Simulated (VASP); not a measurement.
A run of VASP 6.6.1:

File INCAR:

```
SYSTEM = MnAs
  PREC = Accurate
  ENCUT = 520
  EDIFF = 1E-6
  ISMEAR = 0
  SIGMA = 0.1
  LREAL = .False.
  LASPH = .True.
  NELM = 150
  ALGO = Normal
  ISIF = 2
  LWAVE = .False.
  LCHARG = .False.
  ISPIN = 2
  MAGMOM = 3.72 3.72 0 0
  LORBIT = 11
  LMAXMIX = 4
  GGA = PS
  NBANDS = 30
```

The input KPOINTS:

```
regular mesh
0
Gamma
  12 12 6
  0 0 0
```

The input POSCAR:

```
MnAs
1.0
    3.4861697576      0.0000000000      0.0000000000
   -1.7430848788      3.0191115720      0.0000000000
    0.0000000000      0.0000000000      6.2012357224
Mn As
2 2
Direct
    0.0000000000      0.0000000000      0.0000000000
    0.3333333333      0.6666666667      0.5000000000
    0.6666666667      0.3333333333      0.2500000000
    0.6666666667      0.3333333333      0.7500000000
```

Potentials or basis: VASP PAW PBE potentials, release 64 (Mn_pv, As).

Run with:

```console
$ cat potpaw_PBE.64/Mn_pv/POTCAR potpaw_PBE.64/As/POTCAR > POTCAR
$ mpirun -np 1 vasp_std > vasp.out
```

Hardware: 1 thread of Intel(R) Xeon(R) 6975P-C (Granite Rapids) (shared host).

**Question.** Estimate the wall time of this run.

**Answer.** It took 2 min on 1 thread of Intel(R) Xeon(R) 6975P-C (Granite Rapids), on a shared host, peak memory 0.36 GiB. Counts: scf iterations 15, k points 76.
